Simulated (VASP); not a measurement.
# AlRu (Pm-3m) in VASP: further runs

AlRu is run at these levels: PBE0; tasks: single point.

All numbers are computed with VASP 6.6.1; they aren't measurements. Logs are shortened: lines on timing, memory, paths and dates and some standing lists are left out, and cuts for length are marked.

## (1) The cell of the first run

It takes space group Pm-3m (No. 221, cubic). The conventional cell has a = 3.031 Å, b = 3.031 Å, c = 3.031 Å, α = 90.00°, β = 90.00°, γ = 90.00°. Ru (site symmetry m-3m) has 8 Al at 2.62 Å and 6 Ru at 3.03 Å within 3.5 Å. Within 3.5 Å of Al (site symmetry m-3m) lie 8 Ru at 2.62 Å and 6 Al at 3.03 Å.

## (2) Single point, PBE0

File POSCAR:

```
AlRu
1.0
    3.0309676725      0.0000000000      0.0000000000
    0.0000000000      3.0309676725      0.0000000000
    0.0000000000      0.0000000000      3.0309676725
Ru Al
1 1
Direct
    0.5000000000      0.5000000000      0.5000000000
    0.0000000000      0.0000000000      0.0000000000
```

File INCAR.step1:

```
SYSTEM = AlRu
PREC = Accurate ; ENCUT = 520
EDIFF = 1E-5 ; ISMEAR = -1
SIGMA = 0.05 ; LREAL = .False.
LASPH = .True. ; NELM = 80
ALGO = Normal ; ISIF = 2
LWAVE = .True. ; LCHARG = .False.
NBANDS = 16 ; GGA = PE
```

File INCAR.step2:

```
SYSTEM = AlRu
PREC = Accurate ; ENCUT = 520
EDIFF = 1E-6 ; ISMEAR = -1
SIGMA = 0.05 ; LREAL = .False.
LASPH = .True. ; NELM = 80
ALGO = Normal ; ISIF = 2
LWAVE = .False. ; LCHARG = .False.
GGA = PE ; LHFCALC = .True.
AEXX = 0.25 ; PRECFOCK = Normal
NBANDS = 16 ; ISTART = 1
```

File KPOINTS:

```
Automatic mesh
0
Gamma
  6 6 6
  0 0 0
```

Potentials or basis: VASP PAW PBE potentials, release 64 (Ru_pv, Al).

Command:

```
> cat potpaw_PBE.64/Ru_pv/POTCAR potpaw_PBE.64/Al/POTCAR > POTCAR
> cp INCAR.step1 INCAR
> mpirun -np 1 vasp_std > vasp.out
> cp INCAR.step2 INCAR
> mpirun -np 1 vasp_std > vasp.out
```

OUTCAR:

```text
SYSTEM = AlRu
   PREC = Accurate
   ENCUT = 520
   EDIFF = 1E-6
   ISMEAR = -1
   LREAL = .False.
   LASPH = .True.
   NELM = 80
   ISIF = 2
   GGA = PE
   LHFCALC = .True.
   AEXX = 0.25
   PRECFOCK = Normal
   ISTART = 1

 ion  position               nearest neighbor table
   1  0.500  0.500  0.500-   2 2.62   2 2.62   2 2.62   2 2.62   2 2.62   2 2.62   2 2.62   2 2.62

   2  0.000  0.000  0.000-   1 2.62   1 2.62   1 2.62   1 2.62   1 2.62   1 2.62   1 2.62   1 2.62

  LATTYP: Found a simple cubic cell.
 ALAT       =     3.0309676725

  Lattice vectors:

 A1 = (   3.0309676725,   0.0000000000,   0.0000000000)
 A2 = (   0.0000000000,   3.0309676725,   0.0000000000)
 A3 = (   0.0000000000,   0.0000000000,   3.0309676725)

Analysis of symmetry for initial positions (statically):
=====================================================================
 Subroutine PRICEL returns:
 Original cell was already a primitive cell.

 Routine SETGRP: Setting up the symmetry group for a
 simple cubic supercell.

 Subroutine GETGRP returns: Found 48 space group operations
 (whereof 48 operations were pure point group operations)
 out of a pool of 48 trial point group operations.

The static configuration has the point symmetry O_h .

Analysis of symmetry for dynamics (positions and initial velocities):
=====================================================================
 Subroutine PRICEL returns:
 Original cell was already a primitive cell.

 Routine SETGRP: Setting up the symmetry group for a
 simple cubic supercell.

 Subroutine GETGRP returns: Found 48 space group operations
 (whereof 48 operations were pure point group operations)
 out of a pool of 48 trial point group operations.

The dynamic configuration has the point symmetry O_h .

 Subroutine INISYM returns: Found 48 space group operations
 (whereof 48 operations are pure point group operations),
 and found     1 'primitive' translations

----------------------------------------------------------------------------------------

                                     Primitive cell

  volume of cell :      27.8448

  direct lattice vectors                    reciprocal lattice vectors
     3.030967673  0.000000000  0.000000000     0.329927636  0.000000000  0.000000000
     0.000000000  3.030967673  0.000000000     0.000000000  0.329927636  0.000000000
     0.000000000  0.000000000  3.030967673     0.000000000  0.000000000  0.329927636

  length of vectors
     3.030967673  3.030967673  3.030967673     0.329927636  0.329927636  0.329927636

  position of ions in fractional coordinates (direct lattice)
     0.500000000  0.500000000  0.500000000
     0.000000000  0.000000000  0.000000000

  ion indices of the primitive-cell ions
   primitive index   ion index
                 1           1
                 2           2

----------------------------------------------------------------------------------------

 KPOINTS: Automatic mesh

Automatic generation of k-mesh.
 Grid dimensions read from file:
 generate k-points for:    6    6    6

 Generating k-lattice:

  Cartesian coordinates                     Fractional coordinates (reciprocal lattice)
     0.054987939  0.000000000  0.000000000     0.166666667  0.000000000  0.000000000
     0.000000000  0.054987939  0.000000000     0.000000000  0.166666667  0.000000000
     0.000000000  0.000000000  0.054987939     0.000000000  0.000000000  0.166666667

  Length of vectors
     0.054987939  0.054987939  0.054987939

  Shift w.r.t. Gamma in fractional coordinates (k-lattice)
     0.000000000  0.000000000  0.000000000

 Subroutine IBZKPT returns following result:
 ===========================================

 Found     20 irreducible k-points:

 Following reciprocal coordinates:
            Coordinates               Weight
  0.000000  0.000000  0.000000      1.000000
  0.166667  0.000000  0.000000      6.000000
  0.333333  0.000000  0.000000      6.000000
  0.500000  0.000000  0.000000      3.000000
  0.166667  0.166667  0.000000     12.000000
  0.333333  0.166667  0.000000     24.000000
[... 12 lines left out ...]
  0.500000  0.500000  0.333333      6.000000
  0.500000  0.500000  0.500000      1.000000
   k-points           NKPTS =     20   k-points in BZ     NKDIM =    216   number of bands    NBANDS=     16
   number of dos      NEDOS =    301   number of ions     NIONS =      2
   total plane-waves  NPLWV =  13824
   dimension x,y,z NGX =    24 NGY =   24 NGZ =   24
   dimension x,y,z NGXF=    48 NGYF=   48 NGZF=   48
   ions per type =               1   1
   NGX,Y,Z   is equivalent  to a cutoff of  13.16, 13.16, 13.16 a.u.
   NGXF,Y,Z  is equivalent  to a cutoff of  26.33, 26.33, 26.33 a.u.
 SYSTEM =  AlRu
   PREC   = accura    normal or accurate (medium, high low for compatibility)
   ISTART =      1    job   : 0-new  1-cont  2-samecut
   ICHARG =      0    charge: 1-file 2-atom 10-const
   ISPIN  =      1    spin polarized calculation?
   LNONCOLLINEAR =      F non collinear calculations
   LSORBIT =      F    spin-orbit coupling
   LASPH  =      T    aspherical Exc in radial PAW
   ENCUT  =  520.0 eV  38.22 Ry    6.18 a.u.   5.64  5.64  5.64*2*pi/ulx,y,z
   NELM   =     80;   NELMIN=  2; NELMDL=  0     # of ELM steps
   EDIFF  = 0.1E-05   stopping-criterion for ELM
   LREAL  =      F    real-space projection
   EDIFFG = 0.1E-04   stopping-criterion for IOM
   NSW    =      0    number of steps for IOM
   IBRION =     -1    ionic relax: 0-MD 1-quasi-New 2-CG
   NFREE  =      0    steps in history (QN), initial steepest desc. (CG)
   ISIF   =      2    stress and relaxation
   ISYM   =      3    0-nonsym 1-usesym 2-fastsym
   POTIM  = 0.5000    time-step for ionic-motion
   TEBEG  =    0.0;   TEEND  =   0.0 temperature during run
   PSTRESS=    0.0 pullay stress
   NELECT =      17.0000    total number of electrons
   NUPDOWN=      -1.0000    fix difference up-down
   EMIN   =  10.00;   EMAX   =-10.00  energy-range for DOS
   EFERMI =   0.00;   METHOD = LEGACY
   ISMEAR =    -1;   SIGMA  =   0.05  broadening in eV -4-tet -1-fermi 0-gaus
   EFERMI_NEDOS =   21; number of points for ismear=-14 and -15
   IALGO  =     38    algorithm
   IMIX   =      1    mixing-type and parameters
     AMIX     =   0.40;   BMIX     =  1.00
     AMIX_MAG =   1.60;   BMIX_MAG =  1.00
  volume/ion in A,a.u.               =      13.92        93.95
  Fermi-wavevector in a.u.,A,eV,Ry     =   1.388811  2.624472 26.242865  1.928796
  Thomas-Fermi vector in A             =   2.512902
   LORBIT       =      0    0 simple, 1 ext, 2 COOP (PROOUT), +10 PAW based schemes
   GGA     = PE    functional components
   LHFCALC =     T    Hartree Fock is set to
   PRECFOCK=normal    Normal, Fast or Accurate (Low or Medium for compatibility)
   ENCUT4O =  -1.0   cutoff for four orbital integrals eV
   NKREDX  =     1    reduce k-point grid by
   NKREDY  =     1    reduce k-point grid by
   NKREDZ  =     1    reduce k-point grid by
   AEXX    =    0.2500 exact exchange contribution
   HFSCREEN=    0.0000 screening length (either q_TF or 0.3 A-1)
   HFSCREENC=   0.0000 screening length for correlation (either q_TF or 0.3 A-1)
   ENCUTFOCK=  -1.0 apply spherical cutoff to Coloumb kernel
   IVDW    =     0    specifies the selected vdW correction
   LEPSILON=     F    determine dielectric tensor
   LRPA    =     F    only Hartree local field effects (RPA)
 non-spin polarized calculation
  energy-cutoff  :      520.00
  volume of cell :       27.84
 maximum number of plane-waves:       768
 NGX is ok and might be reduce to    24
  NGX = 18; NGY = 18; NGZ = 18

 number of electron      17.0000001 magnetization

 Free energy of the ion-electron system (eV)
  ---------------------------------------------------
  ext. energy  EPLUGINS =         0.00000000
  ---------------------------------------------------
  free energy    TOTEN  =       -17.82244457 eV

  energy without entropy =      -17.81881056  energy(sigma->0) =      -17.82062756

 E-fermi :   9.5461     XC(G=0):  -9.6938

 val. band max:        9.3205853556   @ k =   0.3333   0.3333   0.3333
 cond. band min:       9.5978635251   @ k =   0.5000   0.1667   0.0000
 fundamental gap:      0.2772781694
 Fermi energy:         9.5461244459

 k-point     1 :       0.0000    0.0000    0.0000
  band No.  band energies     occupation
      1     -35.1186      2.00000
      2     -35.1186      2.00000
      3     -35.1186      2.00000
      4      -1.1685      2.00000
      5       5.5798      2.00000
      6       5.5798      2.00000
[... 8 lines left out ...]
     15      26.0302      0.00000
     16      26.7366      0.00000

 k-point     2 :       0.1667    0.0000    0.0000
  band No.  band energies     occupation
      1     -35.1747      2.00000
      2     -35.1132      2.00000
      3     -35.1132      2.00000
      4      -0.5960      2.00000
      5       5.7161      2.00000
      6       5.7675      2.00000
[... 8 lines left out ...]
     15      26.7253      0.00000
     16      27.8707      0.00000

 k-point     3 :       0.3333    0.0000    0.0000
  band No.  band energies     occupation
      1     -35.2861      2.00000
      2     -35.1042      2.00000
      3     -35.1042      2.00000
      4       0.9922      2.00000
      5       5.2180      2.00000
      6       6.1861      2.00000
[... 8 lines left out ...]
     15      26.1413      0.00000
     16      26.7278      0.00000

 k-point     4 :       0.5000    0.0000    0.0000
  band No.  band energies     occupation
      1     -35.3414      2.00000
      2     -35.0996      2.00000
      3     -35.0996      2.00000
      4       3.0721      2.00000
      5       3.3835      2.00000
      6       6.4221      2.00000
[... 8 lines left out ...]
     15      23.7702      0.00000
     16      24.3756      0.00000

 k-point     5 :       0.1667    0.1667    0.0000
  band No.  band energies     occupation
      1     -35.1702      2.00000
      2     -35.1688      2.00000
      3     -35.1077      2.00000
      4      -0.0498      2.00000
      5       5.8494      2.00000
      6       5.9973      2.00000
[... 8 lines left out ...]
     15      26.7268      0.00000
     16      27.4689      0.00000

 k-point     6 :       0.3333    0.1667    0.0000
  band No.  band energies     occupation
      1     -35.2808      2.00000
      2     -35.1598      2.00000
      3     -35.0986      2.00000
      4       1.4346      2.00000
      5       5.2858      2.00000
      6       6.4405      2.00000
[... 8 lines left out ...]
     15      25.9643      0.00000
     16      26.5157      0.00000
[... 191 lines left out ...]
 k-point    17 :       0.3333    0.3333    0.3333
  band No.  band energies     occupation
      1     -35.2570      2.00000
      2     -35.2543      2.00000
      3     -35.2543      2.00000
      4       3.3014      2.00000
      5       5.2328      2.00000
      6       5.2328      2.00000
[... 8 lines left out ...]
     15      21.4868      0.00000
     16      26.7271      0.00000

 k-point    18 :       0.5000    0.3333    0.3333
  band No.  band energies     occupation
      1     -35.3111      2.00000
      2     -35.2511      2.00000
      3     -35.2491      2.00000
      4       3.6380      2.00000
      5       4.8400      2.00000
      6       4.9768      2.00000
[... 8 lines left out ...]
     15      22.2055      0.00000
     16      26.7183      0.00000

 k-point    19 :       0.5000    0.5000    0.3333
  band No.  band energies     occupation
      1     -35.3055      2.00000
      2     -35.3055      2.00000
      3     -35.2450      2.00000
      4       3.7528      2.00000
      5       4.6746      2.00000
      6       4.6746      2.00000
[... 8 lines left out ...]
     15      20.9276      0.00000
     16      24.9828      0.00000

 k-point    20 :       0.5000    0.5000    0.5000
  band No.  band energies     occupation
      1     -35.2996      2.00000
      2     -35.2996      2.00000
      3     -35.2996      2.00000
      4       4.2231      2.00000
      5       4.2231      2.00000
      6       4.2231      2.00000
[... 8 lines left out ...]
     15      19.4114      0.00000
     16      23.0429      0.00000

------------------------ aborting loop because EDIFF is reached ----------------------------------------

  FORCE on cell =-STRESS in cart. coord.  units (eV):
  Direction    XX          YY          ZZ          XY          YZ          ZX
  --------------------------------------------------------------------------------------
  -------------------------------------------------------------------------------------
  Total       -2.0857247     -2.0857247     -2.0857247      0.0000000      0.0000000     -0.0000000
  in kB     -120.0117161   -120.0117161   -120.0117161      0.0000000      0.0000000     -0.0000000
  external PRESSURE =    -120.0117161 kB  Pullay stress =       0.0000000 kB

 VOLUME and BASIS-vectors are now :
 -----------------------------------------------------------------------------
  energy-cutoff  :      520.00
  volume of cell :       27.84
      direct lattice vectors                 reciprocal lattice vectors
     3.030967673  0.000000000  0.000000000     0.329927636  0.000000000  0.000000000
     0.000000000  3.030967673  0.000000000     0.000000000  0.329927636  0.000000000
     0.000000000  0.000000000  3.030967673     0.000000000  0.000000000  0.329927636

 POSITION                                       TOTAL-FORCE (eV/Angst)
 -----------------------------------------------------------------------------------
      1.51548      1.51548      1.51548         0.000000      0.000000      0.000000
      0.00000      0.00000      0.00000         0.000000      0.000000      0.000000
 -----------------------------------------------------------------------------------
    total drift:                                0.000000      0.000000      0.000000

  FREE ENERGIE OF THE ION-ELECTRON SYSTEM (eV)
  ---------------------------------------------------
  free  energy   TOTEN  =       -17.8224445694 eV

  energy  without entropy=      -17.8188105591  energy(sigma->0) =      -17.82062756
```

It took 48 min on 1 thread of Intel Xeon Platinum 8259CL at 2.50GHz (Skylake/Cascade Lake), shared host; peak memory 0.16 GiB.

What came out:

```
Free energy            : -17.8224 eV
Pressure               : -12.0 GPa
Band gap on the k mesh : zero (an odd number of electrons rules out a gap without spin polarisation)
```

Caveat: the cell stands under tension; the PAW data sets were made with another functional, which shifts forces and pressure a little.

(Continued in part 2 of 2.)

The gap in the log of VASP goes by the Fermi energy; the results here count the filled bands.